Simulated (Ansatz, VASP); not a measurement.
**In2P in VASP and in Ansatz**

```
In P
1.0
     4.94083    0.00000    0.00000
    -2.47041    4.27888    0.00000
     0.00000    0.00000    3.14084
In P
2 1
Cartesian
  0.0000 2.8526 1.5704
  2.4704 1.4263 1.5704
  0.0000 0.0000 0.0000
```

Alike in both runs: task single point; functional PBE; k mesh 6 × 6 × 6; occupations gaussian, width 0.1 eV; no spin polarisation.

|  | VASP | Ansatz |
| --- | --- | --- |
| version | VASP 6.6.1 | Ansatz 0.2.0 |
| potentials or method | VASP PAW PBE potentials, release 64 (In_d, P), cutoff 520 eV | scalar-relativistic, plane waves, PAW |
| valence electrons in the cell | 31 | 31 |

VASP gave:

```
gap on the k mesh at the Fermi level (eV)                     : none
pressure (GPa)                                                : 5.0
traceless stress, the component that is largest in VASP (GPa) : -0.19
```

Task: Estimate Ansatz's values.

Result: gap on the k mesh at the Fermi level (eV): none; pressure (GPa): 5.1; traceless stress, the component that is largest in VASP (GPa): -0.20.

A gap of «none» marks a metal or a gap that the smearing closes.
